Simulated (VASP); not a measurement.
# MoS2 (R3m) in VASP: single point with PBEsol

Aim: the single point of MoS2 with PBEsol.

Program: VASP 6.6.1. These are calculated values, not measurements. Logs are shortened: lines on timing, memory, paths and dates and some standing lists are left out, and cuts for length are marked.

### Step 1. The cell of the first run

It takes space group R3m (No. 160, trigonal). Conventional cell: a = 3.226 Å, b = 3.226 Å, c = 18.370 Å, α = 90.00°, β = 90.00°, γ = 120.00°. Within 3.3 Å of Mo (site symmetry 3m) lie 6 S at 2.39 Å and 6 Mo at 3.23 Å. S (site symmetry 3m) has 3 Mo at 2.39 Å and 7 S at 3.00 to 3.23 Å within 3.3 Å. Within 3.3 Å of S (site symmetry 3m) lie 3 Mo at 2.39 Å and 7 S at 3.00 to 3.23 Å.

### Step 2. Single point, PBEsol (equal xx and yy strain of +2 %)

Contents of INCAR:

```
SYSTEM = MoS2
ALGO     = Normal         ! electronic algorithm
EDIFF    = 1E-6           ! SCF threshold, eV
ENCUT    = 520            ! plane-wave cutoff, eV
GGA      = PS             ! functional
ISIF     = 2              ! what is computed and relaxed
ISMEAR   = -1             ! smearing method
LASPH    = .TRUE.         ! aspherical terms in the spheres
LCHARG   = .FALSE.        ! write CHGCAR
LREAL    = .FALSE.        ! projectors in reciprocal space
LWAVE    = .FALSE.        ! write WAVECAR
NBANDS   = 20             ! bands
NELM     = 100            ! most SCF steps
PREC     = Accurate       ! precision mode
SIGMA    = 0.05           ! smearing width, eV
```

Contents of KPOINTS:

```
k-points
0
G
  13 13 13
  0 0 0
```

Contents of POSCAR:

```
MoS2
1.0
    1.6131303639      0.9313412498      6.1233300000
   -1.6131303639      0.9313412498      6.1233300000
    0.0000000000     -1.8626824997      6.1233300000
Mo S
1 2
Direct
    0.0000000000      0.0000000000      0.0000000000
    0.7484000000      0.7484000000      0.7484000000
    0.5849000000      0.5849000000      0.5849000000
```

Potentials or basis: VASP PAW PBE potentials, release 64 (Mo_sv, S).

Launch:

```console
$ cat potpaw_PBE.64/Mo_sv/POTCAR potpaw_PBE.64/S/POTCAR > POTCAR
$ mpirun -np 1 vasp_std > vasp.out
```

OUTCAR:

```text
SYSTEM = MoS2
   EDIFF = 1E-6
   ENCUT = 520
   GGA = PS
   ISIF = 2
   ISMEAR = -1
   LASPH = .TRUE.
   LREAL = .FALSE.
   NELM = 100
   PREC = Accurate

 ion  position               nearest neighbor table
   1  0.000  0.000  0.000-   2 2.39   2 2.39   2 2.39   3 2.39   3 2.39   3 2.39
   2  0.748  0.748  0.748-   1 2.39   1 2.39   1 2.39
   3  0.585  0.585  0.585-   1 2.39   1 2.39   1 2.39

  LATTYP: Found a trigonal (rhomboedric) cell.
 ALAT       =     6.4003715817
 COS(alpha) =     0.8729547152

  Lattice vectors:

 A1 = (   1.6131303639,   0.9313412498,   6.1233300000)
 A2 = (  -1.6131303639,   0.9313412498,   6.1233300000)
 A3 = (   0.0000000000,  -1.8626824997,   6.1233300000)

Analysis of symmetry for initial positions (statically):
=====================================================================
 Subroutine PRICEL returns:
 Original cell was already a primitive cell.

 Routine SETGRP: Setting up the symmetry group for a
 trigonal (rhombohedral) supercell.

 Subroutine GETGRP returns: Found  6 space group operations
 (whereof  6 operations were pure point group operations)
 out of a pool of 12 trial point group operations.

The static configuration has the point symmetry C_3v.

Analysis of symmetry for dynamics (positions and initial velocities):
=====================================================================
 Subroutine PRICEL returns:
 Original cell was already a primitive cell.

 Routine SETGRP: Setting up the symmetry group for a
 trigonal (rhombohedral) supercell.

 Subroutine GETGRP returns: Found  6 space group operations
 (whereof  6 operations were pure point group operations)
 out of a pool of 12 trial point group operations.

The dynamic configuration has the point symmetry C_3v.

 Subroutine INISYM returns: Found  6 space group operations
 (whereof  6 operations are pure point group operations),
 and found     1 'primitive' translations

----------------------------------------------------------------------------------------

                                     Primitive cell

  volume of cell :      55.1972

  direct lattice vectors                    reciprocal lattice vectors
     1.613130364  0.931341250  6.123330000     0.309956350  0.178953382  0.054436611
    -1.613130364  0.931341250  6.123330000    -0.309956350  0.178953382  0.054436611
     0.000000000 -1.862682500  6.123330000     0.000000000 -0.357906764  0.054436611

  length of vectors
     6.400371582  6.400371582  6.400371582     0.362022923  0.362022923  0.362022923

  position of ions in fractional coordinates (direct lattice)
     0.000000000  0.000000000  0.000000000
     0.748400000  0.748400000  0.748400000
     0.584900000  0.584900000  0.584900000

  ion indices of the primitive-cell ions
   primitive index   ion index
                 1           1
                 2           2
                 3           3

----------------------------------------------------------------------------------------

 KPOINTS: k-points

Automatic generation of k-mesh.
 Grid dimensions read from file:
 generate k-points for:   13   13   13

 Generating k-lattice:

  Cartesian coordinates                     Fractional coordinates (reciprocal lattice)
     0.023842796  0.013765645  0.004187432     0.076923077  0.000000000  0.000000000
    -0.023842796  0.013765645  0.004187432     0.000000000  0.076923077  0.000000000
     0.000000000 -0.027531290  0.004187432     0.000000000  0.000000000  0.076923077

  Length of vectors
     0.027847917  0.027847917  0.027847917

  Shift w.r.t. Gamma in fractional coordinates (k-lattice)
     0.000000000  0.000000000  0.000000000

 Subroutine IBZKPT returns following result:
 ===========================================

 Found    231 irreducible k-points:

 Following reciprocal coordinates:
            Coordinates               Weight
  0.000000  0.000000  0.000000      1.000000
  0.076923 -0.000000  0.000000      6.000000
  0.153846  0.000000  0.000000      6.000000
  0.230769 -0.000000 -0.000000      6.000000
  0.307692  0.000000  0.000000      6.000000
  0.384615  0.000000 -0.000000      6.000000
[... 16 lines left out ...]
  0.384615  0.153846  0.000000     12.000000
  0.461538  0.153846  0.000000     12.000000
 [... further k-points ...]
   k-points           NKPTS =    231   k-points in BZ     NKDIM =    231   number of bands    NBANDS=     20
   number of dos      NEDOS =    301   number of ions     NIONS =      3
   total plane-waves  NPLWV = 110592
   dimension x,y,z NGX =    48 NGY =   48 NGZ =   48
   dimension x,y,z NGXF=    96 NGYF=   96 NGZF=   96
   ions per type =               1   2
   NGX,Y,Z   is equivalent  to a cutoff of  12.47, 12.47, 12.47 a.u.
   NGXF,Y,Z  is equivalent  to a cutoff of  24.94, 24.94, 24.94 a.u.
 SYSTEM =  MoS2
   PREC   = accura    normal or accurate (medium, high low for compatibility)
   ISTART =      0    job   : 0-new  1-cont  2-samecut
   ICHARG =      2    charge: 1-file 2-atom 10-const
   ISPIN  =      1    spin polarized calculation?
   LNONCOLLINEAR =      F non collinear calculations
   LSORBIT =      F    spin-orbit coupling
   LASPH  =      T    aspherical Exc in radial PAW
   ENCUT  =  520.0 eV  38.22 Ry    6.18 a.u.  11.90 11.90 11.90*2*pi/ulx,y,z
   NELM   =    100;   NELMIN=  2; NELMDL= -5     # of ELM steps
   EDIFF  = 0.1E-05   stopping-criterion for ELM
   LREAL  =      F    real-space projection
   EDIFFG = 0.1E-04   stopping-criterion for IOM
   NSW    =      0    number of steps for IOM
   IBRION =     -1    ionic relax: 0-MD 1-quasi-New 2-CG
   NFREE  =      0    steps in history (QN), initial steepest desc. (CG)
   ISIF   =      2    stress and relaxation
   ISYM   =      2    0-nonsym 1-usesym 2-fastsym
   POTIM  = 0.5000    time-step for ionic-motion
   TEBEG  =    0.0;   TEEND  =   0.0 temperature during run
   PSTRESS=    0.0 pullay stress
   NELECT =      26.0000    total number of electrons
   NUPDOWN=      -1.0000    fix difference up-down
   EMIN   =  10.00;   EMAX   =-10.00  energy-range for DOS
   EFERMI =   0.00;   METHOD = LEGACY
   ISMEAR =    -1;   SIGMA  =   0.05  broadening in eV -4-tet -1-fermi 0-gaus
   EFERMI_NEDOS =   21; number of points for ismear=-14 and -15
   IALGO  =     38    algorithm
   IMIX   =      4    mixing-type and parameters
     AMIX     =   0.40;   BMIX     =  1.00
     AMIX_MAG =   1.60;   BMIX_MAG =  1.00
  volume/ion in A,a.u.               =      18.40       124.16
  Fermi-wavevector in a.u.,A,eV,Ry     =   1.273777  2.407090 22.075573  1.622509
  Thomas-Fermi vector in A             =   2.406582
   LORBIT       =      0    0 simple, 1 ext, 2 COOP (PROOUT), +10 PAW based schemes
   GGA     = PS    functional components
   LHFCALC =     F    Hartree Fock is set to
   AEXX    =    0.0000 exact exchange contribution
   IVDW    =     0    specifies the selected vdW correction
   LEPSILON=     F    determine dielectric tensor
   LRPA    =     F    only Hartree local field effects (RPA)
 non-spin polarized calculation
  energy-cutoff  :      520.00
  volume of cell :       55.20
 maximum number of plane-waves:      1507
   NGX = 23   NGY = 23   NGZ = 23

 number of electron      26.0000001 magnetization

 Free energy of the ion-electron system (eV)
  ---------------------------------------------------
  ext. energy  EPLUGINS =         0.00000000
  ---------------------------------------------------
  free energy    TOTEN  =       -23.37394417 eV

  energy without entropy =      -23.37388571  energy(sigma->0) =      -23.37391494

 E-fermi :   7.4853     XC(G=0): -10.7869

 val. band max:        7.3111433082   @ k =   0.4615   0.4615   0.4615
 cond. band min:       7.8122958204   @ k =  -0.3077   0.3077   0.0000
 fundamental gap:      0.5011525123
 Fermi energy:         7.4852965111

 k-point     1 :       0.0000    0.0000    0.0000
  band No.  band energies     occupation
      1     -54.4043      2.00000
      2     -28.5663      2.00000
      3     -28.4140      2.00000
      4     -28.4140      2.00000
      5      -7.8697      2.00000
      6      -6.0598      2.00000
[... 12 lines left out ...]
     19      14.9311      0.00000
     20      15.3336      0.00000

 k-point     2 :       0.0769   -0.0000    0.0000
  band No.  band energies     occupation
      1     -54.4024      2.00000
      2     -28.5624      2.00000
      3     -28.4340      2.00000
      4     -28.4185      2.00000
      5      -7.7832      2.00000
      6      -6.0377      2.00000
[... 12 lines left out ...]
     19      15.2980      0.00000
     20      15.4350      0.00000

 k-point     3 :       0.1538    0.0000    0.0000
  band No.  band energies     occupation
      1     -54.3973      2.00000
      2     -28.5516      2.00000
      3     -28.4891      2.00000
      4     -28.4311      2.00000
      5      -7.5354      2.00000
      6      -5.9744      2.00000
[... 12 lines left out ...]
     19      15.4805      0.00000
     20      16.0240      0.00000

 k-point     4 :       0.2308   -0.0000   -0.0000
  band No.  band energies     occupation
      1     -54.3900      2.00000
      2     -28.5659      2.00000
      3     -28.5363      2.00000
      4     -28.4487      2.00000
      5      -7.1622      2.00000
      6      -5.8791      2.00000
[... 12 lines left out ...]
     19      15.3813      0.00000
     20      15.8778      0.00000

 k-point     5 :       0.3077    0.0000    0.0000
  band No.  band energies     occupation
      1     -54.3823      2.00000
      2     -28.6464      2.00000
      3     -28.5199      2.00000
      4     -28.4673      2.00000
      5      -6.7264      2.00000
      6      -5.7693      2.00000
[... 12 lines left out ...]
     19      14.5288      0.00000
     20      15.1405      0.00000
[... 353 lines left out ...]
      6      -5.9473      2.00000
[... 12 lines left out ...]
     19      15.6688      0.00000
     20      15.8374      0.00000

 k-point    22 :       0.3077    0.1538   -0.0000
  band No.  band energies     occupation
      1     -54.3863      2.00000
      2     -28.5931      2.00000
      3     -28.5284      2.00000
      4     -28.4699      2.00000
      5      -6.9362      2.00000
      6      -5.8597      2.00000
[... 12 lines left out ...]
     19      15.4753      0.00000
     20      15.8900      0.00000

 k-point    23 :       0.3846    0.1538    0.0000
  band No.  band energies     occupation
      1     -54.3794      2.00000
      2     -28.6525      2.00000
      3     -28.5139      2.00000
      4     -28.4982      2.00000
      5      -6.5343      2.00000
      6      -5.7507      2.00000
[... 12 lines left out ...]
     19      15.0648      0.00000
     20      15.6796      0.00000

 k-point    24 :       0.4615    0.1538    0.0000
  band No.  band energies     occupation
      1     -54.3737      2.00000
      2     -28.7004      2.00000
      3     -28.5225      2.00000
      4     -28.5019      2.00000
      5      -6.1706      2.00000
      6      -5.6461      2.00000
[... 12 lines left out ...]
     19      14.9962      0.00000
     20      15.4867      0.00000

 [... further k-points ...]

------------------------ aborting loop because EDIFF is reached ----------------------------------------

  FORCE on cell =-STRESS in cart. coord.  units (eV):
  Direction    XX          YY          ZZ          XY          YZ          ZX
  --------------------------------------------------------------------------------------
  -------------------------------------------------------------------------------------
  Total       -1.7339436     -1.7339436      1.6787645      0.0000000     -0.0000000      0.0000000
  in kB      -50.3301631    -50.3301631     48.7285120      0.0000000     -0.0000000      0.0000000
  external PRESSURE =     -17.3106047 kB  Pullay stress =       0.0000000 kB

 VOLUME and BASIS-vectors are now :
 -----------------------------------------------------------------------------
  energy-cutoff  :      520.00
  volume of cell :       55.20
      direct lattice vectors                 reciprocal lattice vectors
     1.613130364  0.931341250  6.123330000     0.309956350  0.178953382  0.054436611
    -1.613130364  0.931341250  6.123330000    -0.309956350  0.178953382  0.054436611
     0.000000000 -1.862682500  6.123330000     0.000000000 -0.357906764  0.054436611

 POSITION                                       TOTAL-FORCE (eV/Angst)
 -----------------------------------------------------------------------------------
      0.00000      0.00000      0.00000         0.000000      0.000000     -0.003637
      0.00000     -0.00000     13.74810         0.000000     -0.000000      0.567598
      0.00000     -0.00000     10.74461         0.000000      0.000000     -0.563960
 -----------------------------------------------------------------------------------
    total drift:                                0.000000      0.000000     -0.000039

  FREE ENERGIE OF THE ION-ELECTRON SYSTEM (eV)
  ---------------------------------------------------
  free  energy   TOTEN  =       -23.3739441676 eV

  energy  without entropy=      -23.3738857140  energy(sigma->0) =      -23.37391494
```

Wall time 15 min (1 thread of Intel Xeon 8259CL, shared host); peak memory 0.48 GiB.

What came out:

```
Free energy            : -23.3739 eV
Pressure               : -1.7 GPa
Largest force          : 0.568 eV/Å
Band gap on the k mesh : 0.50 eV (least direct gap 1.64 eV)
```

Forces in eV/Å, atoms in the order of the input:
```
Mo   0.000  0.000 -0.004
S    0.000  0.000  0.568
S    0.000  0.000 -0.564
```

Caveat: the cell differs from its parent crystal (equal xx and yy strain of +2 %); the PAW data sets were made with another functional, which shifts forces and pressure a little; an odd mesh through Γ misses points on the zone boundary, where band edges can lie.
